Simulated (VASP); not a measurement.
# ZrB2 (P6/mmm) in VASP: a series of runs

The runs below take ZrB2 through electric field gradients, with LDA.

All numbers are computed with VASP 6.6.1; they aren't measurements. Logs are shortened: lines on timing, memory, paths and dates and some standing lists are left out, and cuts for length are marked.

## (1) The cell of the first run

Symmetry: P6/mmm, No. 191, hexagonal system. The conventional cell has a = 3.165 Å, b = 3.165 Å, c = 3.450 Å, α = 90.00°, β = 90.00°, γ = 120.00°. Within 3.3 Å of Zr (site symmetry 6/mmm) lie 12 B at 2.51 Å and 6 Zr at 3.16 Å. Within 2.4 Å of B (site symmetry -6m2) lie 3 B at 1.83 Å.

## (2) Electric field gradients, LDA (zz strain of -2 %)

INCAR

```
SYSTEM = ZrB2
  PREC = Accurate
  ENCUT = 520
  EDIFF = 1E-8
  ISMEAR = -1
  SIGMA = 0.05
  LREAL = .False.
  LASPH = .True.
  NELM = 80
  ALGO = Normal
  ISIF = 2
  LWAVE = .False.
  LCHARG = .False.
  LEFG = .True.
  NBANDS = 16
```

KPOINTS

```
regular mesh
0
Gamma
  12 12 9
  0 0 0
```

POSCAR

```
ZrB2
1.0
    3.1649998255      0.0000000000      0.0000000000
   -1.5824999128      2.7409702519      0.0000000000
    0.0000000000      0.0000000000      3.4496000000
Zr B
1 2
Direct
    0.0000000000      0.0000000000      0.0000000000
    0.3333333333      0.6666666667      0.5000000000
    0.6666666667      0.3333333333      0.5000000000
```

Potentials or basis: VASP PAW LDA potentials, release 64 (Zr_sv, B).

Command:

```sh
$ cat potpaw_LDA.64/Zr_sv/POTCAR potpaw_LDA.64/B/POTCAR > POTCAR
$ mpirun -np 1 vasp_std > vasp.out
```

OUTCAR:

```text
SYSTEM = ZrB2
   PREC = Accurate
   ENCUT = 520
   EDIFF = 1E-8
   ISMEAR = -1
   LREAL = .False.
   LASPH = .True.
   NELM = 80
   ISIF = 2

 ion  position               nearest neighbor table
   1  0.000  0.000  0.000-   2 2.51   3 2.51   2 2.51   3 2.51   3 2.51   3 2.51   2 2.51   2 2.51
                             3 2.51   3 2.51   2 2.51   2 2.51
   2  0.333  0.667  0.500-   3 1.83   3 1.83   3 1.83   1 2.51   1 2.51   1 2.51   1 2.51   1 2.51
                             1 2.51
   3  0.667  0.333  0.500-   2 1.83   2 1.83   2 1.83   1 2.51   1 2.51   1 2.51   1 2.51   1 2.51
                             1 2.51

  LATTYP: Found a hexagonal cell.
 ALAT       =     3.1649998255
 C/A-ratio  =     1.0899210712

  Lattice vectors:

 A1 = (   3.1649998255,   0.0000000000,   0.0000000000)
 A2 = (  -1.5824999128,   2.7409702519,   0.0000000000)
 A3 = (   0.0000000000,   0.0000000000,   3.4496000000)

Analysis of symmetry for initial positions (statically):
=====================================================================
 Subroutine PRICEL returns:
 Original cell was already a primitive cell.

 Routine SETGRP: Setting up the symmetry group for a
 hexagonal supercell.

 Subroutine GETGRP returns: Found 24 space group operations
 (whereof 24 operations were pure point group operations)
 out of a pool of 24 trial point group operations.

The static configuration has the point symmetry D_6h.

Analysis of symmetry for dynamics (positions and initial velocities):
=====================================================================
 Subroutine PRICEL returns:
 Original cell was already a primitive cell.

 Routine SETGRP: Setting up the symmetry group for a
 hexagonal supercell.

 Subroutine GETGRP returns: Found 24 space group operations
 (whereof 24 operations were pure point group operations)
 out of a pool of 24 trial point group operations.

The dynamic configuration has the point symmetry D_6h.

 Subroutine INISYM returns: Found 24 space group operations
 (whereof 24 operations are pure point group operations),
 and found     1 'primitive' translations

----------------------------------------------------------------------------------------

                                     Primitive cell

  volume of cell :      29.9259

  direct lattice vectors                    reciprocal lattice vectors
     3.164999825  0.000000000  0.000000000     0.315955784  0.182417157  0.000000000
    -1.582499913  2.740970252  0.000000000     0.000000000  0.364834313  0.000000000
     0.000000000  0.000000000  3.449600000     0.000000000  0.000000000  0.289888683

  length of vectors
     3.164999825  3.164999826  3.449600000     0.364834313  0.364834313  0.289888683

  position of ions in fractional coordinates (direct lattice)
     0.000000000  0.000000000  0.000000000
     0.333333333  0.666666667  0.500000000
     0.666666667  0.333333333  0.500000000

  ion indices of the primitive-cell ions
   primitive index   ion index
                 1           1
                 2           2
                 3           3

----------------------------------------------------------------------------------------

 KPOINTS: regular mesh

Automatic generation of k-mesh.
 Grid dimensions read from file:
 generate k-points for:   12   12    9

 Generating k-lattice:

  Cartesian coordinates                     Fractional coordinates (reciprocal lattice)
     0.026329649  0.015201430  0.000000000     0.083333333  0.000000000  0.000000000
     0.000000000  0.030402859  0.000000000     0.000000000  0.083333333  0.000000000
     0.000000000  0.000000000  0.032209854     0.000000000  0.000000000  0.111111111

  Length of vectors
     0.030402859  0.030402859  0.032209854

  Shift w.r.t. Gamma in fractional coordinates (k-lattice)
     0.000000000  0.000000000  0.000000000
[... 35 lines left out ...]
   total plane-waves  NPLWV =  16128
   dimension x,y,z NGX =    24 NGY =   24 NGZ =   28
   dimension x,y,z NGXF=    48 NGYF=   48 NGZF=   56
   ions per type =               1   2
   NGX,Y,Z   is equivalent  to a cutoff of  12.61, 12.61, 13.49 a.u.
   NGXF,Y,Z  is equivalent  to a cutoff of  25.21, 25.21, 26.99 a.u.
 SYSTEM =  ZrB2
   PREC   = accura    normal or accurate (medium, high low for compatibility)
   ISTART =      0    job   : 0-new  1-cont  2-samecut
   ICHARG =      2    charge: 1-file 2-atom 10-const
   ISPIN  =      1    spin polarized calculation?
   LNONCOLLINEAR =      F non collinear calculations
   LSORBIT =      F    spin-orbit coupling
   LASPH  =      T    aspherical Exc in radial PAW
   ENCUT  =  520.0 eV  38.22 Ry    6.18 a.u.   5.88  5.88  6.41*2*pi/ulx,y,z
   NELM   =     80;   NELMIN=  2; NELMDL= -5     # of ELM steps
   EDIFF  = 0.1E-07   stopping-criterion for ELM
   LREAL  =      F    real-space projection
   EDIFFG = 0.1E-06   stopping-criterion for IOM
   NSW    =      0    number of steps for IOM
   IBRION =     -1    ionic relax: 0-MD 1-quasi-New 2-CG
   NFREE  =      0    steps in history (QN), initial steepest desc. (CG)
   ISIF   =      2    stress and relaxation
   ISYM   =      2    0-nonsym 1-usesym 2-fastsym
   POTIM  = 0.5000    time-step for ionic-motion
   TEBEG  =    0.0;   TEEND  =   0.0 temperature during run
   PSTRESS=    0.0 pullay stress
   NELECT =      18.0000    total number of electrons
   NUPDOWN=      -1.0000    fix difference up-down
   EMIN   =  10.00;   EMAX   =-10.00  energy-range for DOS
   EFERMI =   0.00;   METHOD = LEGACY
   ISMEAR =    -1;   SIGMA  =   0.05  broadening in eV -4-tet -1-fermi 0-gaus
   EFERMI_NEDOS =   21; number of points for ismear=-14 and -15
   IALGO  =     38    algorithm
   IMIX   =      4    mixing-type and parameters
     AMIX     =   0.40;   BMIX     =  1.00
     AMIX_MAG =   1.60;   BMIX_MAG =  1.00
  volume/ion in A,a.u.               =       9.98        67.32
  Fermi-wavevector in a.u.,A,eV,Ry     =   1.381922  2.611453 25.983147  1.909707
  Thomas-Fermi vector in A             =   2.506661
   LORBIT       =      0    0 simple, 1 ext, 2 COOP (PROOUT), +10 PAW based schemes
   GGA     = CA    functional components
   LHFCALC =     F    Hartree Fock is set to
   AEXX    =    0.0000 exact exchange contribution
   IVDW    =     0    specifies the selected vdW correction
   LEPSILON=     F    determine dielectric tensor
   LRPA    =     F    only Hartree local field effects (RPA)
 non-spin polarized calculation
  energy-cutoff  :      520.00
  volume of cell :       29.93
 maximum number of plane-waves:       824
 NGX is ok and might be reduce to    24
   NGX = 11   NGY = 11   NGZ = 13

 number of electron      18.0000000 magnetization

 Free energy of the ion-electron system (eV)
  ---------------------------------------------------
  ext. energy  EPLUGINS =         0.00000000
  ---------------------------------------------------
  free energy    TOTEN  =       -27.47309221 eV

  energy without entropy =      -27.47094741  energy(sigma->0) =      -27.47201981

 E-fermi :  10.8420     XC(G=0): -12.7151

 val. band max:       10.7457364130   @ k =   0.0000   0.0000   0.2222
 cond. band min:      10.8544206687   @ k =   0.1667   0.1667   0.1111
 fundamental gap:      0.1086842557
 Fermi energy:        10.8419579663

 k-point     1 :       0.0000    0.0000    0.0000
  band No.  band energies     occupation
      1     -37.4563      2.00000
      2     -15.7978      2.00000
      3     -15.2451      2.00000
      4     -15.2451      2.00000
      5      -1.8834      2.00000
      6       7.9365      2.00000
[... 433 lines left out ...]
      3     -15.7084      2.00000
      4     -15.4104      2.00000
      5       0.1970      2.00000
      6       4.2798      2.00000
[... 8 lines left out ...]
     15      18.6853      0.00000
     16      21.6548      0.00000

 [... further k-points ...]

------------------------ aborting loop because EDIFF is reached ----------------------------------------

  FORCE on cell =-STRESS in cart. coord.  units (eV):
  Direction    XX          YY          ZZ          XY          YZ          ZX
  --------------------------------------------------------------------------------------
  -------------------------------------------------------------------------------------
  Total       -0.8970131     -0.8970131      0.6205499      0.0000000      0.0000000      0.0000000
  in kB      -48.0244717    -48.0244717     33.2231278      0.0000000      0.0000000      0.0000000
  external PRESSURE =     -20.9419385 kB  Pullay stress =       0.0000000 kB

 VOLUME and BASIS-vectors are now :
 -----------------------------------------------------------------------------
  energy-cutoff  :      520.00
  volume of cell :       29.93
      direct lattice vectors                 reciprocal lattice vectors
     3.164999825  0.000000000  0.000000000     0.315955784  0.182417157  0.000000000
    -1.582499913  2.740970252  0.000000000     0.000000000  0.364834313  0.000000000
     0.000000000  0.000000000  3.449600000     0.000000000  0.000000000  0.289888683

 POSITION                                       TOTAL-FORCE (eV/Angst)
 -----------------------------------------------------------------------------------
      0.00000      0.00000      0.00000        -0.000000      0.000000     -0.000000
     -0.00000      1.82731      1.72480         0.000000      0.000000     -0.000000
      1.58250      0.91366      1.72480        -0.000000      0.000000      0.000000
 -----------------------------------------------------------------------------------
    total drift:                               -0.000000      0.000000      0.000000

  FREE ENERGIE OF THE ION-ELECTRON SYSTEM (eV)
  ---------------------------------------------------
  free  energy   TOTEN  =       -27.4730922089 eV

  energy  without entropy=      -27.4709474123  energy(sigma->0) =      -27.47201981

 Electric field gradients (V/A^2)
---------------------------------------------------------------------
 ion       V_xx      V_yy      V_zz      V_xy      V_xz      V_yz
---------------------------------------------------------------------
   1     -20.996   -20.996    41.992    -0.000    -0.000    -0.000
   2      -0.333    -0.333     0.667    -0.000     0.000     0.000
   3      -0.333    -0.333     0.667    -0.000     0.000    -0.000
---------------------------------------------------------------------

 Electric field gradients after diagonalization (V/A^2)
 (convention: |V_zz| > |V_xx| > |V_yy|)
----------------------------------------------------------------------
 ion       V_xx      V_yy      V_zz     asymmetry (V_yy - V_xx)/ V_zz
----------------------------------------------------------------------
   1     -20.996   -20.996    41.992       0.000
   2      -0.333    -0.333     0.667       0.000
   3      -0.333    -0.333     0.667       0.000
----------------------------------------------------------------------

           NMR quadrupolar parameters

 Cq : quadrupolar parameter    Cq=e*Q*V_zz/h
 eta: asymmetry parameters     (V_yy - V_xx)/ V_zz
 Q  : nuclear electric quadrupole moment in mb (millibarn)
----------------------------------------------------------------------
 ion       Cq(MHz)       eta       Q (mb)
----------------------------------------------------------------------
   1       0.102       0.000       1.000
   2       0.002       0.000       1.000
   3       0.002       0.000       1.000
----------------------------------------------------------------------
```

It took 18 s on 1 thread of Intel Xeon Platinum 8559C (Emerald Rapids), shared host; peak memory 0.16 GiB.

What came out:

| Item | Value |
| --- | --- |
| Free energy | -27.4731 eV |
| Pressure | -2.1 GPa |
| Band gap on the k mesh | zero (band 9 reaches 11.36 eV, above the bottom of band 10 at 10.31 eV) |

Stress tensor (GPa, compression positive):
```
-4.80  0.00  0.00
 0.00 -4.80  0.00
 0.00  0.00  3.32
```

Electric field gradients, principal values (V/Å²):
```csv
atom,least,middle,greatest (by size)
1 Zr,-20.996,-20.996,41.992
2 B,-0.333,-0.333,0.667
3 B,-0.333,-0.333,0.667
```

Caveat: the cell differs from its parent crystal (zz strain of -2 %); without QUAD_EFG the Cq values of the log hold for a quadrupole moment of 1 mb, not for the nuclei.

## (3) Electric field gradients, LDA (zz strain of -2 %)

INCAR

```
SYSTEM = ZrB2
PREC = Accurate
ENCUT = 520
EDIFF = 1E-8
ISMEAR = -1
SIGMA = 0.05
LREAL = .False.
LASPH = .True.
NELM = 100
ALGO = Normal
ISIF = 2
LWAVE = .False.
LCHARG = .False.
GGA = CA
LEFG = .True.
NBANDS = 16
```

KPOINTS

```
Automatic mesh
0
Gamma
  12 12 9
  0 0 0
```

POSCAR is that of step 2.

Potentials or basis: VASP PAW LDA potentials, release 64 (Zr_sv, B).

Command:

```sh
$ cat potpaw_LDA.64/Zr_sv/POTCAR potpaw_LDA.64/B/POTCAR > POTCAR
$ mpirun -np 1 vasp_std > vasp.out
```

OUTCAR:

```text
SYSTEM = ZrB2
   PREC = Accurate
   ENCUT = 520
   EDIFF = 1E-8
   ISMEAR = -1
   LREAL = .False.
   LASPH = .True.
   NELM = 100
   ISIF = 2
   GGA = CA

 ion  position               nearest neighbor table
   1  0.000  0.000  0.000-   2 2.51   3 2.51   2 2.51   3 2.51   3 2.51   3 2.51   2 2.51   2 2.51
                             3 2.51   3 2.51   2 2.51   2 2.51
   2  0.333  0.667  0.500-   3 1.83   3 1.83   3 1.83   1 2.51   1 2.51   1 2.51   1 2.51   1 2.51
                             1 2.51
   3  0.667  0.333  0.500-   2 1.83   2 1.83   2 1.83   1 2.51   1 2.51   1 2.51   1 2.51   1 2.51
                             1 2.51

  LATTYP: Found a hexagonal cell.
[... 685 lines left out ...]
 ion       V_xx      V_yy      V_zz      V_xy      V_xz      V_yz
---------------------------------------------------------------------
   1     -20.996   -20.996    41.992    -0.000    -0.000    -0.000
   2      -0.333    -0.333     0.667    -0.000     0.000     0.000
   3      -0.333    -0.333     0.667    -0.000     0.000    -0.000
---------------------------------------------------------------------

 Electric field gradients after diagonalization (V/A^2)
 (convention: |V_zz| > |V_xx| > |V_yy|)
----------------------------------------------------------------------
 ion       V_xx      V_yy      V_zz     asymmetry (V_yy - V_xx)/ V_zz
----------------------------------------------------------------------
   1     -20.996   -20.996    41.992       0.000
   2      -0.333    -0.333     0.667       0.000
   3      -0.333    -0.333     0.667       0.000
----------------------------------------------------------------------

           NMR quadrupolar parameters

 Cq : quadrupolar parameter    Cq=e*Q*V_zz/h
 eta: asymmetry parameters     (V_yy - V_xx)/ V_zz
 Q  : nuclear electric quadrupole moment in mb (millibarn)
----------------------------------------------------------------------
 ion       Cq(MHz)       eta       Q (mb)
----------------------------------------------------------------------
   1       0.102       0.000       1.000
   2       0.002       0.000       1.000
   3       0.002       0.000       1.000
----------------------------------------------------------------------
```

OSZICAR:

```text
N       E                     dE             d eps       ncg     rms          rms(c)
DAV:   1     0.101953458196E+03    0.10195E+03   -0.97278E+03  3040   0.113E+03
DAV:   2    -0.260939382082E+02   -0.12805E+03   -0.12274E+03  4016   0.292E+02
DAV:   3    -0.301400808821E+02   -0.40461E+01   -0.40303E+01  4536   0.451E+01
DAV:   4    -0.302034769733E+02   -0.63396E-01   -0.63387E-01  3800   0.523E+00
DAV:   5    -0.302050199120E+02   -0.15429E-02   -0.15429E-02  4544   0.547E-01    0.232E+01
DAV:   6    -0.275338464717E+02    0.26712E+01   -0.58179E+00  3904   0.163E+01    0.935E+00
DAV:   7    -0.274774611084E+02    0.56385E-01   -0.65730E-01  4200   0.500E+00    0.343E+00
DAV:   8    -0.274786987325E+02   -0.12376E-02   -0.11488E-01  3736   0.277E+00    0.413E-01
DAV:   9    -0.274734034092E+02    0.52953E-02   -0.24037E-02  3776   0.120E+00    0.184E-01
DAV:  10    -0.274730908500E+02    0.31256E-03   -0.15174E-03  3552   0.351E-01    0.440E-02
DAV:  11    -0.274730934013E+02   -0.25514E-05   -0.69189E-05  4408   0.753E-02    0.111E-02
DAV:  12    -0.274730924871E+02    0.91423E-06   -0.38134E-06  3448   0.176E-02    0.640E-03
DAV:  13    -0.274730922053E+02    0.28182E-06   -0.60746E-07  5024   0.663E-03    0.135E-03
DAV:  14    -0.274730922089E+02   -0.36587E-08   -0.23758E-08  3248   0.142E-03
   1 F= -.27473092E+02 E0= -.27472020E+02  d E =-.214480E-02
```

Run time: 18 s. Hardware: 1 thread of Intel Xeon Platinum 8559C (Emerald Rapids), shared host; peak memory 0.16 GiB.

What came out:

- Free energy: -27.4731 eV
- Pressure: -2.1 GPa
- Band gap on the k mesh: zero (band 9 reaches 11.36 eV, above the bottom of band 10 at 10.31 eV)

Levels at points of the mesh, in eV from the Fermi level:
```
           k point  band 6  band 7  band 8  band 9  band 10  band 11  band 12  band 13
(0.00, 0.00, 0.00)   -2.91   -2.91   -2.67   -2.17     3.42     3.42     4.39     4.39
(0.50, 0.00, 0.00)   -8.41   -3.90   -3.17   -2.85     2.30     2.32     4.85     5.09
```

Electric field gradients, principal values (V/Å²):
| atom | least | middle | greatest (by size) |
| --- | --- | --- | --- |
| 1 Zr | -20.996 | -20.996 | 41.992 |
| 2 B | -0.333 | -0.333 | 0.667 |
| 3 B | -0.333 | -0.333 | 0.667 |

Caveat: the cell differs from its parent crystal (zz strain of -2 %); without QUAD_EFG the Cq values of the log hold for a quadrupole moment of 1 mb, not for the nuclei.
